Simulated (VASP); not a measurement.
A run of VASP 6.6.1 is set up as follows.

INCAR

```
SYSTEM = MgSe
  ALGO = Normal
  EDIFF = 1E-6
  ENCUT = 600
  GGA = CA
  GGA_COMPAT = .False.
  ISIF = 2
  ISMEAR = 0
  LASPH = .True.
  LCHARG = .True.
  LELF = .True.
  LREAL = .False.
  LVHAR = .True.
  LWAVE = .False.
  NBANDS = 11
  NELM = 120
  PREC = Accurate
  SIGMA = 0.02
```

KPOINTS

```
k-points
0
Gamma
  8 8 8
  0 0 0
```

Contents of POSCAR:

```
MgSe
1.0
    0.0000000000      2.6958606122      2.6958606122
    2.6958606122      0.0000000000      2.6958606122
    2.6958606122      2.6958606122      0.0000000000
Mg Se
1 1
Direct
    0.0000000000      0.0000000000      0.0000000000
    0.5000000000      0.5000000000      0.5000000000
```

Potentials or basis: VASP PAW LDA potentials, release 64 (Mg, Se).

Command:

```sh
$ cat potpaw_LDA.64/Mg/POTCAR potpaw_LDA.64/Se/POTCAR > POTCAR
$ mpirun -np 1 vasp_std > vasp.out
```

Estimate the pressure.

-0.3 GPa.

Predict the band gap on the k mesh.

1.70 eV, indirect (least direct gap 2.62 eV).

A k mesh can miss the band edges. Expect the measured gap to be larger: semilocal functionals such as LDA lack the derivative discontinuity.
